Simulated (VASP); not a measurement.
# SnO2 in VASP: settings compared

The runs below take SnO2 through single point, relaxation of cell and atoms, with PBE, PBEsol, vdW-DF-cx.

Everything below comes from runs of VASP 6.6.1. Logs are shortened: lines on timing, memory, paths and dates and some standing lists are left out, and cuts for length are marked.

## 1. The cell of the first run

Symmetry: P6_3/mmc, No. 194, hexagonal system. The conventional cell has a = 3.227 Å, b = 3.227 Å, c = 12.022 Å, α = 90.00°, β = 90.00°, γ = 120.00°. Within 2.8 Å of Sn (site symmetry -3m) lie 6 O at 2.12 Å. Within 2.8 Å of O (site symmetry 3m) lie 3 Sn at 2.12 Å and 3 O at 2.75 Å.

## 2. Single point, PBE

The input, INCAR:

```
SYSTEM = SnO2
PREC = Accurate ; ENCUT = 520
EDIFF = 1E-6 ; ISMEAR = -1
SIGMA = 0.05 ; LREAL = .False.
LASPH = .True. ; NELM = 60
ALGO = Normal ; ISIF = 2
LWAVE = .False. ; LCHARG = .True.
GGA = PE ; LELF = .True.
LVHAR = .True. ; NBANDS = 35
```

The input, KPOINTS:

```
regular mesh
0
Gamma
  7 7 3
  0 0 0
```

The input, POSCAR:

```
SnO2
1.0
    3.2272547834      0.0000000000      0.0000000000
   -1.6136273917      2.7948846269      0.0000000000
    0.0000000000      0.0000000000     12.0224880882
Sn O
2 4
Direct
    0.0000000000      0.0000000000      0.0000000000
    0.0000000000      0.0000000000      0.5000000000
    0.3333333333      0.6666666667      0.9158307490
    0.3333333333      0.6666666667      0.5841692510
    0.6666666667      0.3333333333      0.0841692510
    0.6666666667      0.3333333333      0.4158307490
```

Potentials or basis: VASP PAW PBE potentials, release 64 (Sn_d, O).

The run is started by

```bash
$ cat potpaw_PBE.64/Sn_d/POTCAR potpaw_PBE.64/O/POTCAR > POTCAR
$ mpirun -np 1 vasp_std > vasp.out
```

OUTCAR:

```text
SYSTEM = SnO2
   PREC = Accurate
   ENCUT = 520
   EDIFF = 1E-6
   ISMEAR = -1
   LREAL = .False.
   LASPH = .True.
   NELM = 60
   ISIF = 2
   GGA = PE

 ion  position               nearest neighbor table
   1  0.000  0.000  0.000-   3 2.12   5 2.12   3 2.12   5 2.12   5 2.12   3 2.12
   2  0.000  0.000  0.500-   4 2.12   6 2.12   4 2.12   6 2.12   6 2.12   4 2.12
   3  0.333  0.667  0.916-   1 2.12   1 2.12   1 2.12
   4  0.333  0.667  0.584-   2 2.12   2 2.12   2 2.12
   5  0.667  0.333  0.084-   1 2.12   1 2.12   1 2.12
   6  0.667  0.333  0.416-   2 2.12   2 2.12   2 2.12

  LATTYP: Found a hexagonal cell.
 ALAT       =     3.2272547834
 C/A-ratio  =     3.7252987121

  Lattice vectors:

 A1 = (   3.2272547834,   0.0000000000,   0.0000000000)
 A2 = (  -1.6136273917,   2.7948846269,   0.0000000000)
 A3 = (   0.0000000000,   0.0000000000,  12.0224880882)

Analysis of symmetry for initial positions (statically):
=====================================================================
 Subroutine PRICEL returns:
 Original cell was already a primitive cell.

 Routine SETGRP: Setting up the symmetry group for a
 hexagonal supercell.

 Subroutine GETGRP returns: Found 24 space group operations
 (whereof 12 operations were pure point group operations)
 out of a pool of 24 trial point group operations.

The static configuration has the point symmetry D_3d.
 The point group associated with its full space group is D_6h.

Analysis of symmetry for dynamics (positions and initial velocities):
=====================================================================
 Subroutine PRICEL returns:
 Original cell was already a primitive cell.

 Routine SETGRP: Setting up the symmetry group for a
 hexagonal supercell.

 Subroutine GETGRP returns: Found 24 space group operations
 (whereof 12 operations were pure point group operations)
 out of a pool of 24 trial point group operations.

The dynamic configuration has the point symmetry D_3d.
 The point group associated with its full space group is D_6h.

 Subroutine INISYM returns: Found 24 space group operations
 (whereof 12 operations are pure point group operations),
 and found     1 'primitive' translations

----------------------------------------------------------------------------------------

                                     Primitive cell

  volume of cell :     108.4405

  direct lattice vectors                    reciprocal lattice vectors
     3.227254783  0.000000000  0.000000000     0.309860878  0.178898261  0.000000000
    -1.613627392  2.794884627  0.000000000     0.000000000  0.357796522  0.000000000
     0.000000000  0.000000000 12.022488088     0.000000000  0.000000000  0.083177458

  length of vectors
     3.227254783  3.227254783 12.022488088     0.357796522  0.357796522  0.083177458

  position of ions in fractional coordinates (direct lattice)
     0.000000000  0.000000000  0.000000000
     0.000000000  0.000000000  0.500000000
     0.333333333  0.666666667  0.915830749
     0.333333333  0.666666667  0.584169251
     0.666666667  0.333333333  0.084169251
     0.666666667  0.333333333  0.415830749

  ion indices of the primitive-cell ions
   primitive index   ion index
                 1           1
                 2           2
                 3           3
                 4           4
                 5           5
                 6           6

----------------------------------------------------------------------------------------

 KPOINTS: regular mesh

Automatic generation of k-mesh.
 Grid dimensions read from file:
 generate k-points for:    7    7    3

 Generating k-lattice:

  Cartesian coordinates                     Fractional coordinates (reciprocal lattice)
     0.044265840  0.025556894  0.000000000     0.142857143  0.000000000  0.000000000
     0.000000000  0.051113789  0.000000000     0.000000000  0.142857143  0.000000000
     0.000000000  0.000000000  0.027725819     0.000000000  0.000000000  0.333333333

  Length of vectors
     0.051113789  0.051113789  0.027725819

  Shift w.r.t. Gamma in fractional coordinates (k-lattice)
     0.000000000  0.000000000  0.000000000

 Subroutine IBZKPT returns following result:
 ===========================================

 Found     16 irreducible k-points:

 Following reciprocal coordinates:
            Coordinates               Weight
  0.000000  0.000000  0.000000      1.000000
  0.142857  0.000000  0.000000      6.000000
  0.285714  0.000000  0.000000      6.000000
  0.428571  0.000000  0.000000      6.000000
  0.142857  0.142857  0.000000      6.000000
  0.285714  0.142857  0.000000     12.000000
[... 8 lines left out ...]
  0.428571  0.142857  0.333333     12.000000
  0.285714  0.285714  0.333333     12.000000
   k-points           NKPTS =     16   k-points in BZ     NKDIM =     16   number of bands    NBANDS=     35
   number of dos      NEDOS =    301   number of ions     NIONS =      6
   total plane-waves  NPLWV =  51840
   dimension x,y,z NGX =    24 NGY =   24 NGZ =   90
   dimension x,y,z NGXF=    48 NGYF=   48 NGZF=  180
   ions per type =               2   4
   NGX,Y,Z   is equivalent  to a cutoff of  12.36, 12.36, 12.45 a.u.
   NGXF,Y,Z  is equivalent  to a cutoff of  24.73, 24.73, 24.89 a.u.
 SYSTEM =  SnO2
   PREC   = accura    normal or accurate (medium, high low for compatibility)
   ISTART =      0    job   : 0-new  1-cont  2-samecut
   ICHARG =      2    charge: 1-file 2-atom 10-const
   ISPIN  =      1    spin polarized calculation?
   LNONCOLLINEAR =      F non collinear calculations
   LSORBIT =      F    spin-orbit coupling
   LASPH  =      T    aspherical Exc in radial PAW
   ENCUT  =  520.0 eV  38.22 Ry    6.18 a.u.   6.00  6.00 22.35*2*pi/ulx,y,z
   NELM   =     60;   NELMIN=  2; NELMDL= -5     # of ELM steps
   EDIFF  = 0.1E-05   stopping-criterion for ELM
   LREAL  =      F    real-space projection
   EDIFFG = 0.1E-04   stopping-criterion for IOM
   NSW    =      0    number of steps for IOM
   IBRION =     -1    ionic relax: 0-MD 1-quasi-New 2-CG
   NFREE  =      0    steps in history (QN), initial steepest desc. (CG)
   ISIF   =      2    stress and relaxation
   ISYM   =      2    0-nonsym 1-usesym 2-fastsym
   POTIM  = 0.5000    time-step for ionic-motion
   TEBEG  =    0.0;   TEEND  =   0.0 temperature during run
   PSTRESS=    0.0 pullay stress
   NELECT =      52.0000    total number of electrons
   NUPDOWN=      -1.0000    fix difference up-down
   EMIN   =  10.00;   EMAX   =-10.00  energy-range for DOS
   EFERMI =   0.00;   METHOD = LEGACY
   ISMEAR =    -1;   SIGMA  =   0.05  broadening in eV -4-tet -1-fermi 0-gaus
   EFERMI_NEDOS =   21; number of points for ismear=-14 and -15
   IALGO  =     38    algorithm
   IMIX   =      4    mixing-type and parameters
     AMIX     =   0.40;   BMIX     =  1.00
     AMIX_MAG =   1.60;   BMIX_MAG =  1.00
  volume/ion in A,a.u.               =      18.07       121.97
  Fermi-wavevector in a.u.,A,eV,Ry     =   1.281382  2.421462 22.339964  1.641941
  Thomas-Fermi vector in A             =   2.413756
   LORBIT       =      0    0 simple, 1 ext, 2 COOP (PROOUT), +10 PAW based schemes
   GGA     = PE    functional components
   LHFCALC =     F    Hartree Fock is set to
   AEXX    =    0.0000 exact exchange contribution
   IVDW    =     0    specifies the selected vdW correction
   LEPSILON=     F    determine dielectric tensor
   LRPA    =     F    only Hartree local field effects (RPA)
 non-spin polarized calculation
  energy-cutoff  :      520.00
  volume of cell :      108.44
 maximum number of plane-waves:      2947
   NGX = 13   NGY = 13   NGZ = 45

 number of electron      51.9999995 magnetization

 Free energy of the ion-electron system (eV)
  ---------------------------------------------------
  ext. energy  EPLUGINS =         0.00000000
  ---------------------------------------------------
  free energy    TOTEN  =       -36.37010450 eV

  energy without entropy =      -36.37010450  energy(sigma->0) =      -36.37010450

 E-fermi :   2.0813     XC(G=0):  -8.5060

 val. band max:        0.9152644716   @ k =   0.2857   0.1429   0.0000
 cond. band min:       3.2942705177   @ k =   0.0000   0.0000   0.0000
 fundamental gap:      2.3790060461
 Fermi energy:         2.0812604892

 k-point     1 :       0.0000    0.0000    0.0000
  band No.  band energies     occupation
      1     -18.9908      2.00000
      2     -18.9907      2.00000
      3     -18.7697      2.00000
      4     -18.7697      2.00000
      5     -18.7697      2.00000
      6     -18.7697      2.00000
[... 27 lines left out ...]
     34      12.1879      0.00000
     35      12.1991      0.00000

 k-point     2 :       0.1429    0.0000    0.0000
  band No.  band energies     occupation
      1     -18.9687      2.00000
      2     -18.9686      2.00000
      3     -18.8754      2.00000
      4     -18.8753      2.00000
      5     -18.7309      2.00000
      6     -18.7309      2.00000
[... 27 lines left out ...]
     34      11.7053      0.00000
     35      12.5911      0.00000

 k-point     3 :       0.2857    0.0000    0.0000
  band No.  band energies     occupation
      1     -19.2902      2.00000
      2     -19.2898      2.00000
      3     -18.7508      2.00000
      4     -18.7507      2.00000
      5     -18.6835      2.00000
      6     -18.6835      2.00000
[... 27 lines left out ...]
     34      11.7157      0.00000
     35      13.3247      0.00000

 k-point     4 :       0.4286    0.0000    0.0000
  band No.  band energies     occupation
      1     -19.5237      2.00000
      2     -19.5233      2.00000
      3     -18.7360      2.00000
      4     -18.7360      2.00000
      5     -18.6832      2.00000
      6     -18.6832      2.00000
[... 27 lines left out ...]
     34      12.9671      0.00000
     35      13.1535      0.00000

 k-point     5 :       0.1429    0.1429    0.0000
  band No.  band energies     occupation
      1     -19.1419      2.00000
      2     -19.1416      2.00000
      3     -18.8719      2.00000
      4     -18.8718      2.00000
      5     -18.6730      2.00000
      6     -18.6729      2.00000
[... 334 lines left out ...]
 k-point    14 :       0.2857    0.1429    0.3333
  band No.  band energies     occupation
      1     -19.3755      2.00000
      2     -19.3753      2.00000
      3     -18.8329      2.00000
      4     -18.8329      2.00000
      5     -18.6902      2.00000
      6     -18.6902      2.00000
[... 27 lines left out ...]
     34      12.3753      0.00000
     35      12.6766      0.00000

 k-point    15 :       0.4286    0.1429    0.3333
  band No.  band energies     occupation
      1     -19.4749      2.00000
      2     -19.4747      2.00000
      3     -18.8203      2.00000
      4     -18.8202      2.00000
      5     -18.7094      2.00000
      6     -18.7094      2.00000
[... 27 lines left out ...]
     34      12.5481      0.00000
     35      12.6408      0.00000

 k-point    16 :       0.2857    0.2857    0.3333
  band No.  band energies     occupation
      1     -19.3122      2.00000
      2     -19.3120      2.00000
      3     -19.0502      2.00000
      4     -19.0501      2.00000
      5     -18.6390      2.00000
      6     -18.6390      2.00000
[... 27 lines left out ...]
     34      11.9398      0.00000
     35      12.7384      0.00000

------------------------ aborting loop because EDIFF is reached ----------------------------------------

  FORCE on cell =-STRESS in cart. coord.  units (eV):
  Direction    XX          YY          ZZ          XY          YZ          ZX
  --------------------------------------------------------------------------------------
  -------------------------------------------------------------------------------------
  Total        0.3932256      0.3932256      0.1288429      0.0000000      0.0000000      0.0000000
  in kB        5.8097958      5.8097958      1.9036167      0.0000000      0.0000000      0.0000000
  external PRESSURE =       4.5077361 kB  Pullay stress =       0.0000000 kB

 VOLUME and BASIS-vectors are now :
 -----------------------------------------------------------------------------
  energy-cutoff  :      520.00
  volume of cell :      108.44
      direct lattice vectors                 reciprocal lattice vectors
     3.227254783  0.000000000  0.000000000     0.309860878  0.178898261  0.000000000
    -1.613627392  2.794884627  0.000000000     0.000000000  0.357796522  0.000000000
     0.000000000  0.000000000 12.022488088     0.000000000  0.000000000  0.083177458

 POSITION                                       TOTAL-FORCE (eV/Angst)
 -----------------------------------------------------------------------------------
      0.00000      0.00000      0.00000         0.000000      0.000000     -0.000000
      0.00000      0.00000      6.01124         0.000000      0.000000     -0.000000
     -0.00000      1.86326     11.01056        -0.000000      0.000000     -0.049458
     -0.00000      1.86326      7.02317         0.000000      0.000000      0.049458
      1.61363      0.93163      1.01192         0.000000      0.000000      0.049458
      1.61363      0.93163      4.99932         0.000000     -0.000000     -0.049458
 -----------------------------------------------------------------------------------
    total drift:                                0.000000      0.000000      0.000000

  FREE ENERGIE OF THE ION-ELECTRON SYSTEM (eV)
  ---------------------------------------------------
  free  energy   TOTEN  =       -36.3701045004 eV

  energy  without entropy=      -36.3701045003  energy(sigma->0) =      -36.37010450
```

It took 51 s on 1 thread of Intel Xeon Platinum 8488C (Sapphire Rapids), shared host; peak memory 0.23 GiB.

What came out:

```yaml
Free_energy: -36.3701 eV
Pressure: 0.5 GPa
Largest_force: 0.049 eV/Å
Band_gap_on_the_k_mesh: 2.38 eV (least direct gap 2.83 eV)
```

Forces on the atoms (eV/Å):
```
Sn   0.000  0.000  0.000
Sn   0.000  0.000  0.000
O    0.000  0.000 -0.049
O    0.000  0.000  0.049
O    0.000  0.000  0.049
O    0.000  0.000 -0.049
```

Caveat: spin-orbit coupling is left out, which moves the levels of the heavy elements; an odd mesh through Γ misses points on the zone boundary, where band edges can lie.

## 3. Relaxation of cell and atoms, PBE

This run uses another cell than the first one, of 16.25 Å³/atom.

The input, INCAR:

```
SYSTEM = SnO2
PREC     = Accurate       ! precision mode
ENCUT    = 600            ! plane-wave cutoff, eV
EDIFF    = 1E-7           ! SCF threshold, eV
ISMEAR   = -1             ! smearing method
SIGMA    = 0.05           ! smearing width, eV
LREAL    = .False.        ! projectors in reciprocal space
LASPH    = .True.         ! aspherical terms in the spheres
NELM     = 80             ! most SCF steps
ALGO     = Normal         ! electronic algorithm
ISIF     = 3              ! what is computed and relaxed
LWAVE    = .False.        ! write WAVECAR
LCHARG   = .False.        ! write CHGCAR
GGA      = PE             ! functional
IBRION   = 2              ! ionic algorithm
NSW      = 60             ! ionic steps
EDIFFG   = -0.01          ! ionic threshold
```

The input, KPOINTS:

```
Automatic mesh
0
Gamma
  7 7 3
  0 0 0
```

The input, POSCAR:

```
SnO2
1.0
    3.2305756168      0.0000000000      0.0000000000
   -1.6152878084      2.7977605530      0.0000000000
    0.0000000000      0.0000000000     10.7905620000
Sn O
2 4
Direct
    0.0000000000      0.0000000000      0.0000000000
    0.0000000000      0.0000000000      0.5000000000
    0.3333333333      0.6666666667      0.9058620000
    0.3333333333      0.6666666667      0.5941380000
    0.6666666667      0.3333333333      0.0941380000
    0.6666666667      0.3333333333      0.4058620000
```

Potentials or basis: VASP PAW PBE potentials, release 64 (Sn_d, O).

The run is started by

```bash
$ cat potpaw_PBE.64/Sn_d/POTCAR potpaw_PBE.64/O/POTCAR > POTCAR
$ mpirun -np 1 vasp_std > vasp.out
```

Wall time 9.3 min (1 thread of Intel Xeon Platinum 8488C (Sapphire Rapids), shared host); peak memory 0.28 GiB.

It converged, with:

```
Free energy                           : -36.3661 eV
Relaxed volume                        : 17.35 Å³/atom
Relaxed cell                          : a = 3.230 Å, b = 3.230 Å, c = 11.517 Å, α = 90.00°, β = 90.00°, γ = 120.00°
Space group after relaxing (to 0.1 Å) : P6_3/mmc (No. 194)
Energy gained by relaxing             : 1.7 meV/atom
Ionic steps                           : 13
Pressure after relaxing               : 0.0 GPa
Band gap on the k mesh                : 2.28 eV (least direct gap 2.70 eV)
```

The path:
```tsv
step	energy change (eV)	largest force (eV/Å)	pressure (GPa)	volume (Å³)
1	0.0000	0.0472	-0.02	97.53
2	-0.0006	0.0188	0.29	97.50
3	-0.0007	0.0017	0.47	97.48
4	-0.0010	0.0027	0.47	97.57
5	-0.0018	0.0057	0.42	97.82
6	-0.0033	0.0117	0.34	98.33
7	-0.0057	0.0223	0.18	99.35
8	-0.0085	0.0412	-0.09	101.40
9	-0.0093	0.0661	-0.47	105.51
10	-0.0097	0.0514	-0.29	103.70
11	-0.0098	0.0280	0.39	104.12
12	-0.0101	0.0093	0.06	103.92
13	-0.0102	0.0013	0.02	104.08
```

Final structure:
```
Sn O
1.0
     3.23033    0.00000    0.00000
    -1.61517    2.79755    0.00000
     0.00000    0.00000   11.51716
Sn O
2 4
Cartesian
  0.0000 0.0000 11.5172
  0.0000 0.0000 5.7586
  0.0000 1.8650 10.5031
  0.0000 1.8650 6.7726
  1.6152 0.9325 1.0140
  1.6152 0.9325 4.7446
```

Levels at points of the mesh, in eV from the valence-band top:
```tsv
k point	band 23	band 24	band 25	band 26	band 27	band 28	band 29	band 30
(0.00, 0.00, 0.00)	-0.79	-0.78	-0.78	-0.42	2.28	2.78	5.56	5.82
```

Caveat: spin-orbit coupling is left out, which moves the levels of the heavy elements; an odd mesh through Γ misses points on the zone boundary, where band edges can lie.

## 4. Single point, PBEsol, non-collinear spin, zero start, spin-orbit coupling

This run uses another cell than the first one, of 16.25 Å³/atom.

The input, INCAR:

```
SYSTEM = SnO2
ALGO = Normal ; EDIFF = 1E-7
ENCUT = 520 ; GGA = PS
GGA_COMPAT = .FALSE. ; ISIF = 2
ISMEAR = -1 ; LASPH = .TRUE.
LCHARG = .FALSE. ; LNONCOLLINEAR = .TRUE.
LORBIT = 11 ; LORBMOM = .TRUE.
LREAL = .FALSE. ; LSORBIT = .TRUE.
LWAVE = .FALSE. ; MAGMOM = 0 0 0 0 0 0 0 0 0 0 0 0 0 0 0 0 0 0
NBANDS = 68 ; NELM = 150
PREC = Accurate ; SIGMA = 0.05
```

The input, KPOINTS:

```
k-points
0
G
  7 7 3
  0 0 0
```

POSCAR is that of step 3.

The run is started by

```bash
$ cat potpaw_PBE.64/Sn_d/POTCAR potpaw_PBE.64/O/POTCAR > POTCAR
$ mpirun -np 1 vasp_ncl > vasp.out
```

It took 4 min on 1 thread of Intel Xeon Platinum 8488C (Sapphire Rapids), shared host; peak memory 0.46 GiB.

It converged, with:

```
Free energy                                           : -38.5898 eV
Pressure                                              : -3.8 GPa
Largest force                                         : 0.335 eV/Å
Net moment                                            : 0.00 μB per cell
Valence electrons inside the program's atomic spheres : Sn 12.27; O 4.97
```

Forces in eV/Å, atoms in the order of the input:
```
Sn   0.000  0.000  0.000
Sn   0.000  0.000  0.000
O    0.000  0.000  0.335
O    0.000  0.000 -0.335
O    0.000  0.000 -0.335
O    0.000  0.000  0.335
```

Stress tensor (GPa, compression positive):
```
-4.84  0.00  0.00
 0.00 -4.84  0.00
 0.00  0.00 -1.84
```

Moments on the atoms (μB; x, y, z):
```
Sn  0.00 0.00 0.00
Sn  0.00 0.00 0.00
O   0.00 0.00 0.00
O   0.00 0.00 0.00
O   0.00 0.00 0.00
O   0.00 0.00 0.00
```

Caveat: the cell stands under tension; the PAW data sets were made with another functional, which shifts forces and pressure a little.

(Part 1 of 2 ends here.)
